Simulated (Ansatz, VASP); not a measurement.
## TaN: VASP beside Ansatz

Contents of INCAR:

```
PREC = Accurate
ENCUT = 520
EDIFF = 1E-8
ISMEAR = -1
SIGMA = 0.01
LREAL = F
LASPH = T
NELM = 100
ALGO = Normal
ISIF = 2
LWAVE = F
LCHARG = F
GGA = PE
LEFG = T
NBANDS = 33
```

Contents of KPOINTS:

```
Automatic mesh
0
Gamma
  6 6 9
```

File POSCAR:

```
TaN
1.0
    5.1960008669      0.0000000000      0.0000000000
   -2.5980004334      4.4998687488      0.0000000000
    0.0000000000      0.0000000000      2.8236700000
Ta N
3 3
Direct
    0.3333333333      0.6666666667      0.5000000000
    0.6666666667      0.3333333333      0.5000000000
    0.0000000000      0.0000000000      0.0000000000
    0.3928500000      0.0000000000      0.0000000000
    0.6071500000      0.6071500000      0.0000000000
    0.0000000000      0.3928500000      0.0000000000
```

Input for Ansatz:

```yaml
crystal:
  lattice:
    - [5.1960008669, 0.0, 0.0]
    - [-2.5980004334, 4.4998687488, 0.0]
    - [0.0, 0.0, 2.82367]
  atoms:
    - { symbol: Ta, position: [0.3333333333, 0.6666666667, 0.5] }
    - { symbol: Ta, position: [0.6666666667, 0.3333333333, 0.5] }
    - { symbol: Ta, position: [0.0, 0.0, 0.0] }
    - { symbol: "N", position: [0.39285, 0.0, 0.0] }
    - { symbol: "N", position: [0.60715, 0.60715, 0.0] }
    - { symbol: "N", position: [0.0, 0.39285, 0.0] }
kpoints:
  mp_grid: { grid: [6, 6, 9] }
scf:
  occupations: { method: fermi_dirac, width: 0.01 }
hamiltonian:
  xc: pbe
  pseudopotentials: { kind: all_electron, datasets: crystal }
output:
  forces: true
  stress: true
  eigenvalues: true
  efg: { contact_densities: true }
```

Change from the starting cell: zz strain of -3 %, crystal datasets.

Alike in both runs: task electric field gradients; functional PBE; k mesh 6 × 6 × 9; occupations fermi-dirac, width 0.01 eV; no spin polarisation.

```csv
,VASP,Ansatz
version,VASP 6.6.1,Ansatz 0.2.0
potentials or method,"VASP PAW PBE potentials, release 64 (Ta_pv, N), cutoff 520 eV","all-electron PAW with datasets made for the crystal, scalar-relativistic"
```

Ansatz gave:

- pressure (GPa): 16.4
- traceless stress, the component that is largest in VASP (GPa): 10.42
- rms of the force components (eV/Å): 0.017
- size of Vzz on the site where it differs most (V/Å²): 74.3

Task: What did VASP give for the same quantities?

Result: Pressure (GPa): 17.3; traceless stress, the component that is largest in VASP (GPa): 10.39; rms of the force components (eV/Å): 0.011; size of Vzz on the site where it differs most (V/Å²): 151.8.

Atom by atom the forces differ by 0.006 eV/Å (rms over components). Ansatz ran all-electron here, and VASP with PAW potentials.

Spin-orbit coupling is off throughout.
